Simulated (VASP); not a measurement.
Set up this calculation in VASP 6.6.1, as the native input.

* Task: electric field gradients
* Functional: PBEsol
* Potentials or basis: VASP PAW PBE potentials, release 64 (Zr_sv, N)
* Cutoff: 520 eV
* k mesh: 9 × 9 × 9
* Occupations: fermi-dirac, width 0.01 eV
* Spin: no spin polarisation
* Dipole correction: no
* Further INCAR settings: ALGO = Normal; EDIFF = 1e-08; NBANDS = 16

The structure of ZrN lies in POSCAR:

```
ZrN
1.0
    0.0000000000      2.2918188597      2.2918188597
    2.2918188597      0.0000000000      2.2918188597
    2.2918188597      2.2918188597      0.0000000000
Zr N
1 1
Direct
    0.0000000000      0.0000000000      0.0000000000
    0.5000000000      0.5000000000      0.5000000000
```

These files were run (other wordings do the same):

INCAR

```
ALGO     = Normal         # electronic algorithm
EDIFF    = 1E-8           # SCF threshold, eV
ENCUT    = 520            # plane-wave cutoff, eV
GGA      = PS             # functional
GGA_COMPAT= False        
ISIF     = 2              # what is computed and relaxed
ISMEAR   = -1             # smearing method
LASPH    = True           # aspherical terms in the spheres
LCHARG   = False          # write CHGCAR
LEFG     = True         
LREAL    = False          # projectors in reciprocal space
LWAVE    = False          # write WAVECAR
NBANDS   = 16             # bands
NELM     = 120            # most SCF steps
PREC     = Accurate       # precision mode
SIGMA    = 0.01           # smearing width, eV
```

KPOINTS

```
k-points
0
Gamma
  9 9 9
```

Potentials or basis: VASP PAW PBE potentials, release 64 (Zr_sv, N).

Launch:

```sh
$ cat potpaw_PBE.64/Zr_sv/POTCAR potpaw_PBE.64/N/POTCAR > POTCAR
$ mpirun -np 1 vasp_std > vasp.out
```

Results of the run:

```json
{
  "Pressure": "-5.0 GPa",
  "Band gap on the k mesh": "zero (an odd number of electrons rules out a gap without spin polarisation)",
  "Largest electric field gradient by atom": "zero within the noise of the run"
}
```

Caveat: the cell stands under tension; the PAW data sets were made with another functional, which shifts forces and pressure a little.

Wall time 19 s on 1 thread of Intel Xeon 8259CL, with other jobs on the host, peak memory 0.15 GiB.
